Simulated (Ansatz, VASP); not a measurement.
# Mg4CdS3 in VASP and in Ansatz

```xyz
8
Lattice="5.4345 0.0000 0.0000 0.0000 5.4345 0.0000 0.0000 0.0000 5.4345" Properties=species:S:1:pos:R:3 pbc="T T T"
Mg    2.7172    0.0000    0.0000
Mg    2.7172    2.7172    2.7172
Mg    0.0000    2.7172    0.0000
Mg    0.0000    0.0000    2.7172
Cd    0.0000    0.0000    0.0000
S     2.7172    0.0000    2.7172
S     2.7172    2.7172    0.0000
S     0.0000    2.7172    2.7172
```

Alike in both runs: functional PBE; k mesh 3 × 3 × 3; occupations gaussian, width 0.2 eV; no spin polarisation.

Ansatz relaxed the structure, and its values are those at the end. VASP's run is a single point on that final structure, the one shown.

```csv
,VASP,Ansatz
version,VASP 6.6.1,Ansatz 0.2.0
potentials or method,"VASP PAW PBE potentials, release 64 (Mg, Cd, S), cutoff 600 eV","scalar-relativistic, plane waves, PAW"
valence electrons in the cell,38,78
```

```csv
,VASP,Ansatz,Ansatz less VASP
gap on the k mesh at the Fermi level (eV),none,none,-
pressure (GPa),-0.2,0.0,+0.18
```

A gap of «none» marks a metal or a gap that the smearing closes. VASP's potentials hold 38 valence electrons a cell and Ansatz's 78, so a difference there can come from the potentials and not from the codes.

The k mesh is coarse, so the values compare programs but aren't converged.
